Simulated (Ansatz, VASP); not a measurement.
**Two plane-wave programs on Al2O3**

The input INCAR:

```
SYSTEM = Al2O3
ALGO = Normal
EDIFF = 1E-8
ENCUT = 520
GGA = CA
ISIF = 2
ISMEAR = -1
LASPH = .TRUE.
LCHARG = .FALSE.
LEFG = .TRUE.
LREAL = .FALSE.
LWAVE = .FALSE.
NBANDS = 35
NELM = 80
PREC = Accurate
SIGMA = 0.02
```

The input KPOINTS:

```
k-points
0
G
  8 8 8
  0 0 0
```

POSCAR

```
Al2O3
1.0
    2.4025136104      1.3870918797      4.3720844159
   -2.4025136104      1.3870918797      4.3720844159
    0.0000000000     -2.7741837594      4.3720844159
Al O
4 6
Direct
    0.6479040000      0.6479040000      0.6479040000
    0.8520960000      0.8520960000      0.8520960000
    0.1479040000      0.1479040000      0.1479040000
    0.3520960000      0.3520960000      0.3520960000
    0.4438545000      0.0561455000      0.7500000000
    0.9438545000      0.2500000000      0.5561455000
    0.0561455000      0.7500000000      0.4438545000
    0.7500000000      0.4438545000      0.0561455000
    0.2500000000      0.5561455000      0.9438545000
    0.5561455000      0.9438545000      0.2500000000
```

Input for Ansatz:

```yaml
crystal:
  lattice:
    - [2.4025136104, 1.3870918797, 4.3720844159]
    - [-2.4025136104, 1.3870918797, 4.3720844159]
    - [0.0, -2.7741837594, 4.3720844159]
  atoms:
    - { symbol: Al, position: [0.647904, 0.647904, 0.647904] }
    - { symbol: Al, position: [0.852096, 0.852096, 0.852096] }
    - { symbol: Al, position: [0.147904, 0.147904, 0.147904] }
    - { symbol: Al, position: [0.352096, 0.352096, 0.352096] }
    - { symbol: O, position: [0.4438545, 0.0561455, 0.75] }
    - { symbol: O, position: [0.9438545, 0.25, 0.5561455] }
    - { symbol: O, position: [0.0561455, 0.75, 0.4438545] }
    - { symbol: O, position: [0.75, 0.4438545, 0.0561455] }
    - { symbol: O, position: [0.25, 0.5561455, 0.9438545] }
    - { symbol: O, position: [0.5561455, 0.9438545, 0.25] }
kpoints:
  mp_grid: { grid: [8, 8, 8] }
scf:
  occupations: { method: fermi_dirac, width: 0.02 }
hamiltonian:
  xc: lda
  pseudopotentials: { kind: paw }
output:
  forces: true
  stress: true
  populations: true
  efg:
    quadrupole_moments_barn: { Al: 0.1466, O: -0.02558 }
    contact_densities: true
  write_density: true
  write_potential: true
  elf: true
  volumetric_format: npy
```

Alike in both runs: task electric field gradients; functional LDA; k mesh 8 × 8 × 8; occupations fermi-dirac, width 0.02 eV; no spin polarisation.

|  | VASP | Ansatz |
| --- | --- | --- |
| version | VASP 6.6.1 | Ansatz 0.2.0 |
| potentials or method | VASP PAW LDA potentials, release 64 (Al, O) | plane-wave PAW, scalar-relativistic |
| plane-wave cutoff (eV) | 520 | 420 |
| valence electrons in the cell | 48 | 48 |

VASP gave:

* gap on the k mesh at the Fermi level (eV): 5.83
* pressure (GPa): -10.9
* traceless stress, the component that is largest in VASP (GPa): 0.06
* rms of the force components (eV/Å): 0.042
* size of Vzz on the site where it differs most (V/Å²): 37.5

Q: Which values does Ansatz return?

A: gap on the k mesh at the Fermi level (eV): 5.82; pressure (GPa): -11.5; traceless stress, the component that is largest in VASP (GPa): 0.18; rms of the force components (eV/Å): 0.037; size of Vzz on the site where it differs most (V/Å²): 38.8.

LDA's correlation is that of Perdew and Zunger in VASP and of Perdew and Wang (1992) in Ansatz. Atom by atom the forces differ by 0.006 eV/Å (rms over components).
